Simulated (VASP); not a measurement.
# K2TaO3 (P6/mmm) in VASP: single point with PBE

Aim: the single point of K2TaO3 with PBE.

All numbers are computed with VASP 6.6.1; they aren't measurements. Logs are shortened: lines on timing, memory, paths and dates and some standing lists are left out, and cuts for length are marked.

**1. The cell of the first run**

The structure is hexagonal, space group P6/mmm (No. 191). The conventional cell has a = 5.807 Å, b = 5.807 Å, c = 3.855 Å, α = 90.00°, β = 90.00°, γ = 120.00°. Within 3.4 Å of K (site symmetry -6m2) lie 6 O at 2.55 Å and 3 K at 3.35 Å and 3 Ta at 3.35 Å. Ta (site symmetry 6/mmm) has 6 K at 3.35 Å and 12 O at 3.49 Å and 2 Ta at 3.86 Å within 4.4 Å. O (site symmetry mmm) has 4 K at 2.55 Å and 4 O at 2.90 Å within 3.4 Å.

**2. Single point, PBE, collinear spin, ferromagnetic start**

The input, INCAR:

```
SYSTEM = K2TaO3
PREC = Accurate
ENCUT = 520
EDIFF = 1E-6
ISMEAR = 0
SIGMA = 0.1
LREAL = .False.
LASPH = .True.
NELM = 150
ALGO = Normal
ISIF = 2
LWAVE = .False.
LCHARG = .True.
ISPIN = 2
MAGMOM = 0 0 1 0 0 0
LORBIT = 11
LMAXMIX = 4
GGA = PE
LELF = .True.
LVHAR = .True.
NBANDS = 36
```

The input, KPOINTS:

```
Automatic mesh
0
Gamma
  3 3 4
  0 0 0
```

The input, POSCAR:

```
K2TaO3
1.0
    5.8071999400      0.0000000000      0.0000000000
   -2.9035999700      5.0291826700      0.0000000000
    0.0000000000      0.0000000000      3.8553258100
K Ta O
2 1 3
Direct
    0.6666666700      0.3333333300      0.0000000000
    0.3333333300      0.6666666700      0.0000000000
    0.0000000000      0.0000000000      0.0000000000
    0.0000000000      0.5000000000      0.5000000000
    0.5000000000      0.5000000000      0.5000000000
    0.5000000000      0.0000000000      0.5000000000
```

Potentials or basis: VASP PAW PBE potentials, release 64 (K_sv, Ta_pv, O).

Started as:

```sh
$ cat potpaw_PBE.64/K_sv/POTCAR potpaw_PBE.64/Ta_pv/POTCAR potpaw_PBE.64/O/POTCAR > POTCAR
$ mpirun -np 1 vasp_std > vasp.out
```

OUTCAR:

```text
SYSTEM = K2TaO3
   PREC = Accurate
   ENCUT = 520
   EDIFF = 1E-6
   ISMEAR = 0
   LREAL = .False.
   LASPH = .True.
   NELM = 150
   ISIF = 2
   ISPIN = 2
   LORBIT = 11
   GGA = PE

 ion  position               nearest neighbor table
   1  0.667  0.333  0.000-   6 2.55   6 2.55   4 2.55   4 2.55   5 2.55   5 2.55   2 3.35   3 3.35
                             2 3.35   3 3.35   3 3.35   2 3.35
   2  0.333  0.667  0.000-   6 2.55   6 2.55   4 2.55   4 2.55   5 2.55   5 2.55   1 3.35   3 3.35
                             1 3.35   3 3.35   3 3.35   1 3.35
   3  0.000  0.000  0.000-   1 3.35   2 3.35   2 3.35   1 3.35   1 3.35   2 3.35
   4  0.000  0.500  0.500-   1 2.55   2 2.55   1 2.55   2 2.55
   5  0.500  0.500  0.500-   1 2.55   2 2.55   1 2.55   2 2.55
   6  0.500  0.000  0.500-   1 2.55   2 2.55   1 2.55   2 2.55

  LATTYP: Found a hexagonal cell.
 ALAT       =     5.8071999400
 C/A-ratio  =     0.6638872176

  Lattice vectors:

 A1 = (   5.8071999400,   0.0000000000,   0.0000000000)
 A2 = (  -2.9035999700,   5.0291826700,   0.0000000000)
 A3 = (   0.0000000000,   0.0000000000,   3.8553258100)

Analysis of symmetry for initial positions (statically):
=====================================================================
 Subroutine PRICEL returns:
 Original cell was already a primitive cell.

 Routine SETGRP: Setting up the symmetry group for a
 hexagonal supercell.

 Subroutine GETGRP returns: Found 24 space group operations
 (whereof 24 operations were pure point group operations)
 out of a pool of 24 trial point group operations.

The static configuration has the point symmetry D_6h.

Analysis of symmetry for dynamics (positions and initial velocities):
=====================================================================
 Subroutine PRICEL returns:
 Original cell was already a primitive cell.

 Routine SETGRP: Setting up the symmetry group for a
 hexagonal supercell.

 Subroutine GETGRP returns: Found 24 space group operations
 (whereof 24 operations were pure point group operations)
 out of a pool of 24 trial point group operations.

The dynamic configuration has the point symmetry D_6h.

Analysis of structural, dynamic, and magnetic symmetry:
=====================================================================
 Subroutine PRICEL returns:
 Original cell was already a primitive cell.

 Routine SETGRP: Setting up the symmetry group for a
 hexagonal supercell.

 Subroutine GETGRP returns: Found 24 space group operations
 (whereof 24 operations were pure point group operations)
 out of a pool of 24 trial point group operations.

The overall configuration has the point symmetry D_6h.

 Subroutine INISYM returns: Found 24 space group operations
 (whereof 24 operations are pure point group operations),
 and found     1 'primitive' translations

----------------------------------------------------------------------------------------

                                     Primitive cell

  volume of cell :     112.5966

  direct lattice vectors                    reciprocal lattice vectors
     5.807199940  0.000000000  0.000000000     0.172200029  0.099419733  0.000000000
    -2.903599970  5.029182670  0.000000000     0.000000000  0.198839467  0.000000000
     0.000000000  0.000000000  3.855325810     0.000000000  0.000000000  0.259381450

  length of vectors
     5.807199940  5.807199937  3.855325810     0.198839467  0.198839467  0.259381450

  position of ions in fractional coordinates (direct lattice)
     0.666666670  0.333333330  0.000000000
     0.333333330  0.666666670  0.000000000
     0.000000000  0.000000000  0.000000000
     0.000000000  0.500000000  0.500000000
     0.500000000  0.500000000  0.500000000
     0.500000000  0.000000000  0.500000000

  ion indices of the primitive-cell ions
   primitive index   ion index
                 1           1
                 2           2
                 3           3
                 4           4
                 5           5
                 6           6

[... 34 lines left out ...]
  0.000000  0.000000  0.500000      1.000000
  0.333333  0.000000  0.500000      6.000000
  0.333333  0.333333  0.500000      2.000000
   k-points           NKPTS =      9   k-points in BZ     NKDIM =      9   number of bands    NBANDS=     36
   number of dos      NEDOS =    301   number of ions     NIONS =      6
   total plane-waves  NPLWV =  69120
   dimension x,y,z NGX =    48 NGY =   48 NGZ =   30
   dimension x,y,z NGXF=    96 NGYF=   96 NGZF=   60
   ions per type =               2   1   3
   NGX,Y,Z   is equivalent  to a cutoff of  13.74, 13.74, 12.94 a.u.
   NGXF,Y,Z  is equivalent  to a cutoff of  27.48, 27.48, 25.87 a.u.
 SYSTEM =  K2TaO3
   PREC   = accura    normal or accurate (medium, high low for compatibility)
   ISTART =      0    job   : 0-new  1-cont  2-samecut
   ICHARG =      2    charge: 1-file 2-atom 10-const
   ISPIN  =      2    spin polarized calculation?
   LNONCOLLINEAR =      F non collinear calculations
   LSORBIT =      F    spin-orbit coupling
   LASPH  =      T    aspherical Exc in radial PAW
   ENCUT  =  520.0 eV  38.22 Ry    6.18 a.u.  10.80 10.80  7.17*2*pi/ulx,y,z
   NELM   =    150;   NELMIN=  2; NELMDL= -5     # of ELM steps
   EDIFF  = 0.1E-05   stopping-criterion for ELM
   LREAL  =      F    real-space projection
   EDIFFG = 0.1E-04   stopping-criterion for IOM
   NSW    =      0    number of steps for IOM
   IBRION =     -1    ionic relax: 0-MD 1-quasi-New 2-CG
   NFREE  =      0    steps in history (QN), initial steepest desc. (CG)
   ISIF   =      2    stress and relaxation
   ISYM   =      2    0-nonsym 1-usesym 2-fastsym
   POTIM  = 0.5000    time-step for ionic-motion
   TEBEG  =    0.0;   TEEND  =   0.0 temperature during run
   PSTRESS=    0.0 pullay stress
   NELECT =      47.0000    total number of electrons
   NUPDOWN=      -1.0000    fix difference up-down
   EMIN   =  10.00;   EMAX   =-10.00  energy-range for DOS
   EFERMI =   0.00;   METHOD = LEGACY
   ISMEAR =     0;   SIGMA  =   0.10  broadening in eV -4-tet -1-fermi 0-gaus
   EFERMI_NEDOS =   21; number of points for ismear=-14 and -15
   IALGO  =     38    algorithm
   IMIX   =      4    mixing-type and parameters
     AMIX     =   0.40;   BMIX     =  1.00
     AMIX_MAG =   1.60;   BMIX_MAG =  1.00
  volume/ion in A,a.u.               =      18.77       126.64
  Fermi-wavevector in a.u.,A,eV,Ry     =   1.223486  2.312053 20.366808  1.496918
  Thomas-Fermi vector in A             =   2.358595
   LORBIT       =     11    0 simple, 1 ext, 2 COOP (PROOUT), +10 PAW based schemes
   GGA     = PE    functional components
   LHFCALC =     F    Hartree Fock is set to
   AEXX    =    0.0000 exact exchange contribution
   IVDW    =     0    specifies the selected vdW correction
   LEPSILON=     F    determine dielectric tensor
   LRPA    =     F    only Hartree local field effects (RPA)
 spin polarized calculation
 Gauss-broadening in eV      SIGMA  =   0.10
  energy-cutoff  :      520.00
  volume of cell :      112.60
 maximum number of plane-waves:      3060
 NGX is ok and might be reduce to    48
   NGX = 21   NGY = 21   NGZ = 15

 number of electron      47.0000004 magnetization       0.0068310

 number of electron      47.0000003 magnetization      -0.1831973

 Free energy of the ion-electron system (eV)
  ---------------------------------------------------
  ext. energy  EPLUGINS =         0.00000000
  ---------------------------------------------------
  free energy    TOTEN  =       -22.23633171 eV

  energy without entropy =      -22.15409714  energy(sigma->0) =      -22.19521443

 E-fermi :   0.3246     XC(G=0):  -9.5042

 val. band max:        0.3216566914   @ k =   0.3333   0.0000   0.2500
 cond. band min:       0.3340198845   @ k =   0.3333   0.0000   0.2500
 fundamental gap:      0.0123631931
 Fermi energy:         0.3246361040

 spin component 1

 k-point     1 :       0.0000    0.0000    0.0000
  band No.  band energies     occupation
      1     -36.0706      1.00000
      2     -36.0706      1.00000
      3     -35.7070      1.00000
      4     -27.0911      1.00000
      5     -26.9290      1.00000
      6     -15.5343      1.00000
[... 331 lines left out ...]
     34       9.9218      0.00000
     35       9.9218      0.00000
 Fermi energy:         0.3246361040

 spin component 2

 k-point     1 :       0.0000    0.0000    0.0000
  band No.  band energies     occupation
      1     -36.0243      1.00000
      2     -36.0243      1.00000
      3     -35.9344      1.00000
      4     -27.0902      1.00000
      5     -26.9280      1.00000
      6     -15.5734      1.00000
[... 331 lines left out ...]
     34       9.9296      0.00000
     35       9.9296      0.00000
 [bands above 35 left out]

------------------------ aborting loop because EDIFF is reached ----------------------------------------

  FORCE on cell =-STRESS in cart. coord.  units (eV):
  Direction    XX          YY          ZZ          XY          YZ          ZX
  --------------------------------------------------------------------------------------
  -------------------------------------------------------------------------------------
  Total        1.0930201      1.0930201     -6.8317885      0.0000000      0.0000000      0.0000000
  in kB       15.5529748     15.5529748    -97.2119644      0.0000000      0.0000000      0.0000000
  external PRESSURE =     -22.0353383 kB  Pullay stress =       0.0000000 kB

 VOLUME and BASIS-vectors are now :
 -----------------------------------------------------------------------------
  energy-cutoff  :      520.00
  volume of cell :      112.60
      direct lattice vectors                 reciprocal lattice vectors
     5.807199940  0.000000000  0.000000000     0.172200029  0.099419733  0.000000000
    -2.903599970  5.029182670  0.000000000     0.000000000  0.198839467  0.000000000
     0.000000000  0.000000000  3.855325810     0.000000000  0.000000000  0.259381450

 POSITION                                       TOTAL-FORCE (eV/Angst)
 -----------------------------------------------------------------------------------
      2.90360      1.67639      0.00000        -0.000000      0.000000      0.000000
     -0.00000      3.35279      0.00000        -0.000000     -0.000000     -0.000000
      0.00000      0.00000      0.00000         0.000000      0.000000      0.000000
     -1.45180      2.51459      1.92766         0.000000      0.000000      0.000000
      1.45180      2.51459      1.92766         0.000000      0.000000      0.000000
      2.90360      0.00000      1.92766         0.000000      0.000000      0.000000
 -----------------------------------------------------------------------------------
    total drift:                                0.000000      0.000000     -0.000000

  FREE ENERGIE OF THE ION-ELECTRON SYSTEM (eV)
  ---------------------------------------------------
  free  energy   TOTEN  =       -22.2363317122 eV

  energy  without entropy=      -22.1540971418  energy(sigma->0) =      -22.19521443

 total charge

# of ion       s       p       d       tot
------------------------------------------
    1        1.977   5.611   0.078   7.666
    2        1.977   5.611   0.078   7.666
    3        0.339   5.946   1.999   8.284
    4        1.600   3.155   0.000   4.755
    5        1.600   3.155   0.000   4.755
    6        1.600   3.155   0.000   4.755
--------------------------------------------------
tot          9.092  26.632   2.156  37.880

 magnetization (x)

# of ion       s       p       d       tot
------------------------------------------
    1        0.000   0.000   0.000   0.001
    2        0.000   0.000   0.000   0.001
    3        0.012  -0.003  -0.093  -0.083
    4       -0.000  -0.021   0.000  -0.021
    5       -0.000  -0.021   0.000  -0.021
    6       -0.000  -0.021   0.000  -0.021
--------------------------------------------------
tot          0.012  -0.066  -0.092  -0.146
```

Run time: 6.3 min. Hardware: 1 thread of AMD EPYC 7R13 (Zen 3), shared host; peak memory 0.31 GiB.

Results:

- Free energy: -22.2363 eV
- Pressure: -2.2 GPa
- Net moment: -0.18 μB per cell
- Site moments: K +0.00; Ta -0.08; O -0.02 μB
- Valence electrons inside the program's atomic spheres: K 7.67; Ta 8.28; O 4.75

Stress tensor (GPa, compression positive):
```
 1.56  0.00  0.00
 0.00  1.56  0.00
 0.00  0.00 -9.72
```

Caveat: the k points lie up to 0.42 Å⁻¹ apart; spin-orbit coupling is left out, which moves the levels of the heavy elements.
